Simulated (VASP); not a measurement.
# P in VASP: notebook

The runs below take P through single point, with PBEsol.

Everything below comes from runs of VASP 6.6.1. Logs are shortened: lines on timing, memory, paths and dates and some standing lists are left out, and cuts for length are marked.

### Step 1. The cell of the first run

The cell holds a slab with vacuum, 4 atoms: a = 3.284 Å, b = 34.857 Å, c = 4.632 Å, α = 90.00°, β = 90.00°, γ = 90.00°.

### Step 2. Single point, PBEsol (mode 7 (349.0 1/cm) frozen in, largest displacement +0.105 Å)

File INCAR:

```
  PREC = Accurate
  ENCUT = 520
  EDIFF = 1E-7
  ISMEAR = 0
  SIGMA = 0.05
  LREAL = F
  LASPH = T
  NELM = 60
  ALGO = Normal
  ISIF = 2
  LWAVE = F
  LCHARG = F
  GGA = PS
  NBANDS = 18
```

File KPOINTS:

```
Automatic mesh
0
Gamma
  8 1 6
```

File POSCAR:

```
P
1.0
    3.2837277200      0.0000000000      0.0000000000
    0.0000000000     34.8570309900      0.0000000000
    0.0000000000      0.0000000000      4.6320847100
P
4
Direct
    0.0000000000      0.9675106648      0.5829120491
    0.0000000000      0.0324893352      0.4170879509
    0.5000000000      0.0324893352      0.0829120491
    0.5000000000      0.9675106648      0.9170879509
```

Potentials or basis: VASP PAW PBE potentials, release 64 (P).

Launch:

```
$ cat potpaw_PBE.64/P/POTCAR > POTCAR
$ mpirun -np 1 vasp_std > vasp.out
```

OUTCAR:

```text
PREC = Accurate
   ENCUT = 520
   EDIFF = 1E-7
   ISMEAR = 0
   LREAL = F
   LASPH = T
   NELM = 60
   ISIF = 2
   GGA = PS

 ion  position               nearest neighbor table
   1  0.000  0.968  0.583-   4 2.26   4 2.26   2 2.39
   2  0.000  0.032  0.417-   3 2.26   3 2.26   1 2.39
   3  0.500  0.032  0.083-   2 2.26   2 2.26   4 2.39
   4  0.500  0.968  0.917-   1 2.26   1 2.26   3 2.39

  LATTYP: Found a simple orthorhombic cell.
 ALAT       =     3.2837277200
 B/A-ratio  =     1.4106177811
 C/A-ratio  =    10.6150795566

  Lattice vectors:

 A1 = (  -3.2837277200,   0.0000000000,   0.0000000000)
 A2 = (   0.0000000000,   0.0000000000,   4.6320847100)
 A3 = (   0.0000000000,  34.8570309900,   0.0000000000)

Analysis of symmetry for initial positions (statically):
=====================================================================
 Subroutine PRICEL returns:
 Original cell was already a primitive cell.

 Routine SETGRP: Setting up the symmetry group for a
 simple orthorhombic supercell.

 Subroutine GETGRP returns: Found  8 space group operations
 (whereof  4 operations were pure point group operations)
 out of a pool of  8 trial point group operations.

The static configuration has the point symmetry C_2h.
 The point group associated with its full space group is D_2h.

Analysis of symmetry for dynamics (positions and initial velocities):
=====================================================================
 Subroutine PRICEL returns:
 Original cell was already a primitive cell.

 Routine SETGRP: Setting up the symmetry group for a
 simple orthorhombic supercell.

 Subroutine GETGRP returns: Found  8 space group operations
 (whereof  4 operations were pure point group operations)
 out of a pool of  8 trial point group operations.

The dynamic configuration has the point symmetry C_2h.
 The point group associated with its full space group is D_2h.

 Subroutine INISYM returns: Found  8 space group operations
 (whereof  4 operations are pure point group operations),
 and found     1 'primitive' translations

----------------------------------------------------------------------------------------

                                     Primitive cell

  volume of cell :     530.1930

  direct lattice vectors                    reciprocal lattice vectors
     3.283727720  0.000000000  0.000000000     0.304531948  0.000000000  0.000000000
     0.000000000 34.857030990  0.000000000     0.000000000  0.028688617  0.000000000
     0.000000000  0.000000000  4.632084710     0.000000000  0.000000000  0.215885516

  length of vectors
     3.283727720 34.857030990  4.632084710     0.304531948  0.028688617  0.215885516

  position of ions in fractional coordinates (direct lattice)
     0.000000000  0.967510665  0.582912049
     0.000000000  0.032489335  0.417087951
     0.500000000  0.032489335  0.082912049
     0.500000000  0.967510665  0.917087951

  ion indices of the primitive-cell ions
   primitive index   ion index
                 1           1
                 2           2
                 3           3
                 4           4

----------------------------------------------------------------------------------------

 KPOINTS: Automatic mesh

Automatic generation of k-mesh.
 Grid dimensions read from file:
 generate k-points for:    8    1    6

 Generating k-lattice:

  Cartesian coordinates                     Fractional coordinates (reciprocal lattice)
     0.038066494  0.000000000  0.000000000     0.125000000  0.000000000  0.000000000
     0.000000000  0.028688617  0.000000000     0.000000000  1.000000000  0.000000000
     0.000000000  0.000000000  0.035980919     0.000000000  0.000000000  0.166666667

  Length of vectors
     0.038066494  0.028688617  0.035980919

  Shift w.r.t. Gamma in fractional coordinates (k-lattice)
     0.000000000  0.000000000  0.000000000

 Subroutine IBZKPT returns following result:
 ===========================================

 Found     20 irreducible k-points:

 Following reciprocal coordinates:
            Coordinates               Weight
  0.000000  0.000000  0.000000      1.000000
  0.125000  0.000000  0.000000      2.000000
  0.250000  0.000000  0.000000      2.000000
  0.375000  0.000000  0.000000      2.000000
  0.500000  0.000000  0.000000      1.000000
  0.000000  0.000000  0.166667      2.000000
[... 12 lines left out ...]
  0.375000  0.000000  0.500000      2.000000
  0.500000  0.000000  0.500000      1.000000
   k-points           NKPTS =     20   k-points in BZ     NKDIM =     20   number of bands    NBANDS=     18
   number of dos      NEDOS =    301   number of ions     NIONS =      4
   total plane-waves  NPLWV = 233280
   dimension x,y,z NGX =    24 NGY =  270 NGZ =   36
   dimension x,y,z NGXF=    48 NGYF=  540 NGZF=   72
   ions per type =               4
   NGX,Y,Z   is equivalent  to a cutoff of  12.15, 12.88, 12.92 a.u.
   NGXF,Y,Z  is equivalent  to a cutoff of  24.30, 25.75, 25.84 a.u.
 SYSTEM =  unknown system
   PREC   = accura    normal or accurate (medium, high low for compatibility)
   ISTART =      0    job   : 0-new  1-cont  2-samecut
   ICHARG =      2    charge: 1-file 2-atom 10-const
   ISPIN  =      1    spin polarized calculation?
   LNONCOLLINEAR =      F non collinear calculations
   LSORBIT =      F    spin-orbit coupling
   LASPH  =      T    aspherical Exc in radial PAW
   ENCUT  =  520.0 eV  38.22 Ry    6.18 a.u.   6.11 64.81  8.61*2*pi/ulx,y,z
   NELM   =     60;   NELMIN=  2; NELMDL= -5     # of ELM steps
   EDIFF  = 0.1E-06   stopping-criterion for ELM
   LREAL  =      F    real-space projection
   EDIFFG = 0.1E-05   stopping-criterion for IOM
   NSW    =      0    number of steps for IOM
   IBRION =     -1    ionic relax: 0-MD 1-quasi-New 2-CG
   NFREE  =      0    steps in history (QN), initial steepest desc. (CG)
   ISIF   =      2    stress and relaxation
   ISYM   =      2    0-nonsym 1-usesym 2-fastsym
   POTIM  = 0.5000    time-step for ionic-motion
   TEBEG  =    0.0;   TEEND  =   0.0 temperature during run
   PSTRESS=    0.0 pullay stress
   NELECT =      20.0000    total number of electrons
   NUPDOWN=      -1.0000    fix difference up-down
   EMIN   =  10.00;   EMAX   =-10.00  energy-range for DOS
   EFERMI =   0.00;   METHOD = LEGACY
   ISMEAR =     0;   SIGMA  =   0.05  broadening in eV -4-tet -1-fermi 0-gaus
   EFERMI_NEDOS =   21; number of points for ismear=-14 and -15
   IALGO  =     38    algorithm
   IMIX   =      4    mixing-type and parameters
     AMIX     =   0.40;   BMIX     =  1.00
     AMIX_MAG =   1.60;   BMIX_MAG =  1.00
  volume/ion in A,a.u.               =     132.55       894.48
  Fermi-wavevector in a.u.,A,eV,Ry     =   0.549044  1.037542  4.101461  0.301449
  Thomas-Fermi vector in A             =   1.580001
   LORBIT       =      0    0 simple, 1 ext, 2 COOP (PROOUT), +10 PAW based schemes
   GGA     = PS    functional components
   LHFCALC =     F    Hartree Fock is set to
   AEXX    =    0.0000 exact exchange contribution
   IVDW    =     0    specifies the selected vdW correction
   LEPSILON=     F    determine dielectric tensor
   LRPA    =     F    only Hartree local field effects (RPA)
 non-spin polarized calculation
 Gauss-broadening in eV      SIGMA  =   0.05
  energy-cutoff  :      520.00
  volume of cell :      530.19
 maximum number of plane-waves:     14344
   NGX = 13   NGY =129   NGZ = 17

 number of electron      20.0000000 magnetization

 Free energy of the ion-electron system (eV)
  ---------------------------------------------------
  ext. energy  EPLUGINS =         0.00000000
  ---------------------------------------------------
  free energy    TOTEN  =       -22.59892871 eV

  energy without entropy =      -22.59892870  energy(sigma->0) =      -22.59892870

 E-fermi :  -3.2546     XC(G=0):  -1.7961

 val. band max:       -3.4213008830   @ k =   0.0000   0.0000   0.0000
 cond. band min:      -3.0878451076   @ k =   0.0000   0.0000   0.0000
 fundamental gap:      0.3334557754
 Fermi energy:        -3.2545754697

 k-point     1 :       0.0000    0.0000    0.0000
  band No.  band energies     occupation
      1     -17.8084      2.00000
      2     -15.7788      2.00000
      3     -11.9460      2.00000
      4      -8.8246      2.00000
      5      -8.4341      2.00000
      6      -7.6691      2.00000
[... 10 lines left out ...]
     17       1.6187      0.00000
     18       1.7657      0.00000

 k-point     2 :       0.1250    0.0000    0.0000
  band No.  band energies     occupation
      1     -17.6194      2.00000
      2     -15.5837      2.00000
      3     -12.0115      2.00000
      4      -8.6718      2.00000
      5      -8.5627      2.00000
      6      -7.5038      2.00000
[... 10 lines left out ...]
     17       1.5086      0.00000
     18       1.8363      0.00000

 k-point     3 :       0.2500    0.0000    0.0000
  band No.  band energies     occupation
      1     -17.0582      2.00000
      2     -15.0015      2.00000
      3     -12.4628      2.00000
      4      -9.4909      2.00000
      5      -8.2483      2.00000
      6      -8.1976      2.00000
[... 10 lines left out ...]
     17       1.8818      0.00000
     18       1.9831      0.00000

 k-point     4 :       0.3750    0.0000    0.0000
  band No.  band energies     occupation
      1     -16.1463      2.00000
      2     -14.0432      2.00000
      3     -13.5790      2.00000
      4     -11.1386      2.00000
      5      -8.2868      2.00000
      6      -7.7467      2.00000
[... 10 lines left out ...]
     17       2.9307      0.00000
     18       2.9379      0.00000

 k-point     5 :       0.5000    0.0000    0.0000
  band No.  band energies     occupation
      1     -14.9376      2.00000
      2     -14.9376      2.00000
      3     -12.7340      2.00000
      4     -12.7340      2.00000
      5      -7.7951      2.00000
      6      -7.7951      2.00000
[... 10 lines left out ...]
     17       3.2615      0.00000
     18       3.2615      0.00000

 k-point     6 :       0.0000    0.0000    0.1667
  band No.  band energies     occupation
      1     -17.6810      2.00000
      2     -15.8863      2.00000
      3     -12.1117      2.00000
      4      -9.7455      2.00000
      5      -7.8583      2.00000
      6      -7.0569      2.00000
[... 10 lines left out ...]
     17       1.4723      0.00000
     18       1.8144      0.00000

 k-point     7 :       0.1250    0.0000    0.1667
  band No.  band energies     occupation
      1     -17.4928      2.00000
      2     -15.6948      2.00000
      3     -12.1226      2.00000
      4      -9.6824      2.00000
      5      -7.8286      2.00000
      6      -7.4501      2.00000
[... 10 lines left out ...]
     17       1.4901      0.00000
     18       1.5973      0.00000

 k-point     8 :       0.2500    0.0000    0.1667
  band No.  band energies     occupation
      1     -16.9347      2.00000
      2     -15.1293      2.00000
      3     -12.4090      2.00000
      4      -9.9218      2.00000
      5      -8.5336      2.00000
      6      -8.0715      2.00000
[... 10 lines left out ...]
     17       2.1805      0.00000
     18       2.4117      0.00000
[... 145 lines left out ...]
     17       2.6277      0.00000
     18       2.6277      0.00000

 k-point    16 :       0.0000    0.0000    0.5000
  band No.  band energies     occupation
      1     -16.7893      2.00000
      2     -16.7893      2.00000
      3     -11.7339      2.00000
      4     -11.7339      2.00000
      5      -6.4541      2.00000
      6      -6.4541      2.00000
[... 10 lines left out ...]
     17       2.5832      0.00000
     18       2.5832      0.00000

 k-point    17 :       0.1250    0.0000    0.5000
  band No.  band energies     occupation
      1     -16.6053      2.00000
      2     -16.6053      2.00000
      3     -11.6440      2.00000
      4     -11.6440      2.00000
      5      -6.7426      2.00000
      6      -6.7426      2.00000
[... 10 lines left out ...]
     17       2.8617      0.00000
     18       2.8617      0.00000

 k-point    18 :       0.2500    0.0000    0.5000
  band No.  band energies     occupation
      1     -16.0660      2.00000
      2     -16.0660      2.00000
      3     -11.5728      2.00000
      4     -11.5728      2.00000
      5      -8.4028      2.00000
      6      -8.4028      2.00000
[... 10 lines left out ...]
     17       2.8037      0.00000
     18       2.8037      0.00000

 k-point    19 :       0.3750    0.0000    0.5000
  band No.  band energies     occupation
      1     -15.2383      2.00000
      2     -15.2383      2.00000
      3     -12.2026      2.00000
      4     -12.2026      2.00000
      5      -8.7971      2.00000
      6      -8.7971      2.00000
[... 10 lines left out ...]
     17       2.8897      0.00000
     18       2.8897      0.00000

 k-point    20 :       0.5000    0.0000    0.5000
  band No.  band energies     occupation
      1     -14.5928      2.00000
      2     -14.5928      2.00000
      3     -12.9451      2.00000
      4     -12.9451      2.00000
      5      -8.0470      2.00000
      6      -8.0470      2.00000
[... 10 lines left out ...]
     17       2.5918      0.00000
     18       2.5918      0.00000

------------------------ aborting loop because EDIFF is reached ----------------------------------------

  FORCE on cell =-STRESS in cart. coord.  units (eV):
  Direction    XX          YY          ZZ          XY          YZ          ZX
  --------------------------------------------------------------------------------------
  -------------------------------------------------------------------------------------
  Total       -1.6341179     -4.4629103     -3.3915905      0.0000000      0.0000000      0.0000000
  in kB       -4.9381007    -13.4863591    -10.2489641      0.0000000      0.0000000      0.0000000
  external PRESSURE =      -9.5578079 kB  Pullay stress =       0.0000000 kB

 VOLUME and BASIS-vectors are now :
 -----------------------------------------------------------------------------
  energy-cutoff  :      520.00
  volume of cell :      530.19
      direct lattice vectors                 reciprocal lattice vectors
     3.283727720  0.000000000  0.000000000     0.304531948  0.000000000  0.000000000
     0.000000000 34.857030990  0.000000000     0.000000000  0.028688617  0.000000000
     0.000000000  0.000000000  4.632084710     0.000000000  0.000000000  0.215885516

 POSITION                                       TOTAL-FORCE (eV/Angst)
 -----------------------------------------------------------------------------------
      0.00000     33.72455      2.70010         0.000000      0.982120      0.499322
      0.00000      1.13248      1.93199         0.000000     -0.982120     -0.499322
      1.64186      1.13248      0.38406         0.000000     -0.982120      0.499322
      1.64186     33.72455      4.24803         0.000000      0.982120     -0.499322
 -----------------------------------------------------------------------------------
    total drift:                                0.000000      0.000000     -0.000000

  FREE ENERGIE OF THE ION-ELECTRON SYSTEM (eV)
  ---------------------------------------------------
  free  energy   TOTEN  =       -22.5989287128 eV

  energy  without entropy=      -22.5989286954  energy(sigma->0) =      -22.59892870
```

Run time: 12 min. Hardware: 1 thread of AMD EPYC 7R13, shared host; peak memory 0.53 GiB.

What came out:

| Property | Result |
| --- | --- |
| Free energy | -22.5989 eV |
| Largest force | 1.102 eV/Å |
| Band gap on the k mesh | 0.33 eV, direct |

Forces on the atoms (eV/Å):
```
P    0.000  0.982  0.499
P    0.000 -0.982 -0.499
P    0.000 -0.982  0.499
P    0.000  0.982 -0.499
```

Levels at points of the mesh, in eV from the valence-band top:
```tsv
k point	band 8	band 9	band 10	band 11	band 12	band 13
(0.00, 0.00, 0.00)	-1.93	-1.36	0.00	0.33	2.09	3.01
(0.50, 0.00, 0.00)	-2.55	-1.88	-1.88	1.09	1.09	1.88
(0.00, 0.00, 0.50)	-1.95	-0.85	-0.85	2.26	2.26	3.07
(0.50, 0.00, 0.50)	-4.52	-1.25	-1.25	2.12	2.12	4.04
```

Caveat: the cell differs from its parent crystal (mode 7 (349.0 1/cm) frozen in, largest displacement +0.105 Å); the PAW data sets were made with another functional, which shifts forces and pressure a little.

(Continued in part 2 of 2.)
